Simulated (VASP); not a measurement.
# InAgTe2 (I-42d) in VASP: further runs, part 2 of 2

VASP 6.6.1. Earlier steps stand in the parts before.

### Step 3. Single point, LDA

The input, INCAR:

```
SYSTEM = InAgTe2
  PREC = Accurate
  ENCUT = 500
  EDIFF = 1E-6
  ISMEAR = -1
  SIGMA = 0.02
  LREAL = .False.
  LASPH = .True.
  NELM = 120
  ALGO = Normal
  ISIF = 2
  LWAVE = .False.
  LCHARG = .True.
  LELF = .True.
  LVHAR = .True.
  NBANDS = 46
  GGA_COMPAT = .False.
```

The input, KPOINTS:

```
regular mesh
0
Gamma
  6 6 6
  0 0 0
```

The input, POSCAR:

```
InAgTe2
1.0
   -3.2572129470      3.2572129470      6.4257052227
    3.2572129470     -3.2572129470      6.4257052227
    3.2572129470      3.2572129470     -6.4257052227
Ag Te In
2 4 2
Direct
    0.0000000000      0.0000000000      0.0000000000
    0.7500000000      0.2500000000      0.5000000000
    0.3750000000      0.3719465326      0.4969465326
    0.1219465326      0.6250000000     -0.0030534674
    0.8750000000      0.8780534674      0.5030534674
    0.6280534674      0.1250000000      0.0030534674
    0.5000000000      0.5000000000      0.0000000000
    0.2500000000      0.7500000000      0.5000000000
```

Potentials or basis: VASP PAW LDA potentials, release 64 (Ag, Te, In_d).

Run with:

```console
> cat potpaw_LDA.64/Ag/POTCAR potpaw_LDA.64/Te/POTCAR potpaw_LDA.64/In_d/POTCAR > POTCAR
> mpirun -np 1 vasp_std > vasp.out
```

OUTCAR:

```text
SYSTEM = InAgTe2
   PREC = Accurate
   ENCUT = 500
   EDIFF = 1E-6
   ISMEAR = -1
   LREAL = .False.
   LASPH = .True.
   NELM = 120
   ISIF = 2

 ion  position               nearest neighbor table
   1  0.000  0.000  0.000-   3 2.80   4 2.80   5 2.80   6 2.80
   2  0.750  0.250  0.500-   4 2.80   3 2.80   5 2.80   6 2.80
   3  0.375  0.372  0.497-   1 2.80   2 2.80   7 2.82   8 2.82
   4  0.122  0.625  0.997-   2 2.80   1 2.80   8 2.82   7 2.82
   5  0.875  0.878  0.503-   1 2.80   2 2.80   8 2.82   7 2.82
   6  0.628  0.125  0.003-   1 2.80   2 2.80   7 2.82   8 2.82
   7  0.500  0.500  0.000-   4 2.82   3 2.82   6 2.82   5 2.82
   8  0.250  0.750  0.500-   3 2.82   4 2.82   5 2.82   6 2.82

  LATTYP: Found a body centered tetragonal cell.
 ALAT       =     6.5144258940
 C/A-ratio  =     1.9727617835

  Lattice vectors:

 A1 = (  -3.2572129470,   3.2572129470,   6.4257052227)
 A2 = (   3.2572129470,  -3.2572129470,   6.4257052227)
 A3 = (   3.2572129470,   3.2572129470,  -6.4257052227)

Analysis of symmetry for initial positions (statically):
=====================================================================
 Subroutine PRICEL returns:
 Original cell was already a primitive cell.

 Routine SETGRP: Setting up the symmetry group for a
 body centered tetragonal supercell.

 Subroutine GETGRP returns: Found  8 space group operations
 (whereof  4 operations were pure point group operations)
 out of a pool of 16 trial point group operations.

The static configuration has the point symmetry S_4 .
 The point group associated with its full space group is D_2d.

Analysis of symmetry for dynamics (positions and initial velocities):
=====================================================================
 Subroutine PRICEL returns:
 Original cell was already a primitive cell.

 Routine SETGRP: Setting up the symmetry group for a
 body centered tetragonal supercell.

 Subroutine GETGRP returns: Found  8 space group operations
 (whereof  4 operations were pure point group operations)
 out of a pool of 16 trial point group operations.

The dynamic configuration has the point symmetry S_4 .
 The point group associated with its full space group is D_2d.

 Subroutine INISYM returns: Found  8 space group operations
 (whereof  4 operations are pure point group operations),
 and found     1 'primitive' translations

----------------------------------------------------------------------------------------

                                     Primitive cell

  volume of cell :     272.6924

  direct lattice vectors                    reciprocal lattice vectors
    -3.257212947  3.257212947  6.425705223     0.000000000  0.153505469  0.077812471
     3.257212947 -3.257212947  6.425705223     0.153505469  0.000000000  0.077812471
     3.257212947  3.257212947 -6.425705223     0.153505469  0.153505469  0.000000000

  length of vectors
     7.906235512  7.906235512  7.906235512     0.172100870  0.172100870  0.217089516

  position of ions in fractional coordinates (direct lattice)
     0.000000000  0.000000000  0.000000000
     0.750000000  0.250000000  0.500000000
     0.375000000  0.371946533  0.496946533
     0.121946533  0.625000000  0.996946533
     0.875000000  0.878053467  0.503053467
[... 47 lines left out ...]
  0.166667  0.166667  0.000000      8.000000
  0.333333  0.166667  0.000000     16.000000
[... 16 lines left out ...]
 -0.333333 -0.333333  0.166667      8.000000
 -0.166667 -0.333333  0.166667      8.000000
 [... further k-points ...]
   k-points           NKPTS =     30   k-points in BZ     NKDIM =     30   number of bands    NBANDS=     46
   number of dos      NEDOS =    301   number of ions     NIONS =      8
   total plane-waves  NPLWV = 216000
   dimension x,y,z NGX =    60 NGY =   60 NGZ =   60
   dimension x,y,z NGXF=   120 NGYF=  120 NGZF=  120
   ions per type =               2   4   2
   NGX,Y,Z   is equivalent  to a cutoff of  12.62, 12.62, 12.62 a.u.
   NGXF,Y,Z  is equivalent  to a cutoff of  25.23, 25.23, 25.23 a.u.
 SYSTEM =  InAgTe2
   PREC   = accura    normal or accurate (medium, high low for compatibility)
   ISTART =      0    job   : 0-new  1-cont  2-samecut
   ICHARG =      2    charge: 1-file 2-atom 10-const
   ISPIN  =      1    spin polarized calculation?
   LNONCOLLINEAR =      F non collinear calculations
   LSORBIT =      F    spin-orbit coupling
   LASPH  =      T    aspherical Exc in radial PAW
   ENCUT  =  500.0 eV  36.75 Ry    6.06 a.u.  14.41 14.41 14.41*2*pi/ulx,y,z
   NELM   =    120;   NELMIN=  2; NELMDL= -5     # of ELM steps
   EDIFF  = 0.1E-05   stopping-criterion for ELM
   LREAL  =      F    real-space projection
   EDIFFG = 0.1E-04   stopping-criterion for IOM
   NSW    =      0    number of steps for IOM
   IBRION =     -1    ionic relax: 0-MD 1-quasi-New 2-CG
   NFREE  =      0    steps in history (QN), initial steepest desc. (CG)
   ISIF   =      2    stress and relaxation
   ISYM   =      2    0-nonsym 1-usesym 2-fastsym
   POTIM  = 0.5000    time-step for ionic-motion
   TEBEG  =    0.0;   TEEND  =   0.0 temperature during run
   PSTRESS=    0.0 pullay stress
   NELECT =      72.0000    total number of electrons
   NUPDOWN=      -1.0000    fix difference up-down
   EMIN   =  10.00;   EMAX   =-10.00  energy-range for DOS
   EFERMI =   0.00;   METHOD = LEGACY
   ISMEAR =    -1;   SIGMA  =   0.02  broadening in eV -4-tet -1-fermi 0-gaus
   EFERMI_NEDOS =   21; number of points for ismear=-14 and -15
   IALGO  =     38    algorithm
   IMIX   =      4    mixing-type and parameters
     AMIX     =   0.40;   BMIX     =  1.00
     AMIX_MAG =   1.60;   BMIX_MAG =  1.00
  volume/ion in A,a.u.               =      34.09       230.03
  Fermi-wavevector in a.u.,A,eV,Ry     =   1.050255  1.984694 15.007701  1.103035
  Thomas-Fermi vector in A             =   2.185250
   LORBIT       =      0    0 simple, 1 ext, 2 COOP (PROOUT), +10 PAW based schemes
   GGA     = CA    functional components
   LHFCALC =     F    Hartree Fock is set to
   AEXX    =    0.0000 exact exchange contribution
   IVDW    =     0    specifies the selected vdW correction
   LEPSILON=     F    determine dielectric tensor
   LRPA    =     F    only Hartree local field effects (RPA)
 non-spin polarized calculation
  energy-cutoff  :      500.00
  volume of cell :      272.69
 maximum number of plane-waves:      6955
 NGX is ok and might be reduce to    60
   NGX = 29   NGY = 29   NGZ = 29

 number of electron      72.0000018 magnetization

 Free energy of the ion-electron system (eV)
  ---------------------------------------------------
  ext. energy  EPLUGINS =         0.00000000
  ---------------------------------------------------
  free energy    TOTEN  =       -30.72763405 eV

  energy without entropy =      -30.72732425  energy(sigma->0) =      -30.72747915

 E-fermi :   4.0486     XC(G=0):  -8.9523

 val. band max:        4.0337470316   @ k =   0.0000   0.0000   0.0000
 cond. band min:       4.0576609861   @ k =   0.0000   0.0000   0.0000
 fundamental gap:      0.0239139545
 Fermi energy:         4.0485808642

 k-point     1 :       0.0000    0.0000    0.0000
  band No.  band energies     occupation
      1     -10.6448      2.00000
      2     -10.6409      2.00000
      3     -10.6409      2.00000
      4     -10.5760      2.00000
      5     -10.5616      2.00000
      6     -10.5616      2.00000
[... 1165 lines left out ...]
     45       8.4175      0.00000
     46       8.6924      0.00000

 [... further k-points ...]

------------------------ aborting loop because EDIFF is reached ----------------------------------------

  FORCE on cell =-STRESS in cart. coord.  units (eV):
  Direction    XX          YY          ZZ          XY          YZ          ZX
  --------------------------------------------------------------------------------------
  -------------------------------------------------------------------------------------
  Total       -4.5673873     -4.5673873     -4.4708118      0.0000000      0.0000000      0.0000000
  in kB      -26.8352305    -26.8352305    -26.2678105      0.0000000      0.0000000      0.0000000
  external PRESSURE =     -26.6460905 kB  Pullay stress =       0.0000000 kB

 VOLUME and BASIS-vectors are now :
 -----------------------------------------------------------------------------
  energy-cutoff  :      500.00
  volume of cell :      272.69
      direct lattice vectors                 reciprocal lattice vectors
    -3.257212947  3.257212947  6.425705223     0.000000000  0.153505469  0.077812471
     3.257212947 -3.257212947  6.425705223     0.153505469  0.000000000  0.077812471
     3.257212947  3.257212947 -6.425705223     0.153505469  0.153505469  0.000000000

 POSITION                                       TOTAL-FORCE (eV/Angst)
 -----------------------------------------------------------------------------------
      0.00000      0.00000      0.00000        -0.000000      0.000000      0.000000
     -0.00000      3.25721      3.21285        -0.000000      0.000000      0.000000
      1.60871      1.62861      1.60643        -0.227849      0.000000      0.000000
      4.88582      1.60871     -1.60643        -0.000000     -0.227849      0.000000
      1.64850      1.62861      8.03213         0.227849      0.000000     -0.000000
     -1.62861      1.64850      4.81928        -0.000000      0.227849     -0.000000
      0.00000      0.00000      6.42571        -0.000000      0.000000     -0.000000
      3.25721     -0.00000      3.21285        -0.000000      0.000000      0.000000
 -----------------------------------------------------------------------------------
    total drift:                               -0.000000     -0.000000     -0.000001

  FREE ENERGIE OF THE ION-ELECTRON SYSTEM (eV)
  ---------------------------------------------------
  free  energy   TOTEN  =       -30.7276340480 eV

  energy  without entropy=      -30.7273242482  energy(sigma->0) =      -30.72747915
```

Run time: 5.8 min. Hardware: 1 thread of AMD EPYC 9R45 (Zen 5), shared host; peak memory 0.54 GiB.

What came out:

| Quantity | Value |
| --- | --- |
| Free energy | -30.7276 eV |
| Pressure | -2.7 GPa |
| Largest force | 0.228 eV/Å |
| Band gap on the k mesh | 0.02 eV |

Forces in eV/Å, atoms in the order of the input:
```
Ag   0.000  0.000  0.000
Ag   0.000  0.000  0.000
Te  -0.228  0.000  0.000
Te   0.000 -0.228  0.000
Te   0.228  0.000  0.000
Te   0.000  0.228  0.000
In   0.000  0.000  0.000
In   0.000  0.000  0.000
```

Caveat: semilocal functionals underestimate gaps, and a narrow one can read as zero; spin-orbit coupling is left out, which moves the levels of the heavy elements.
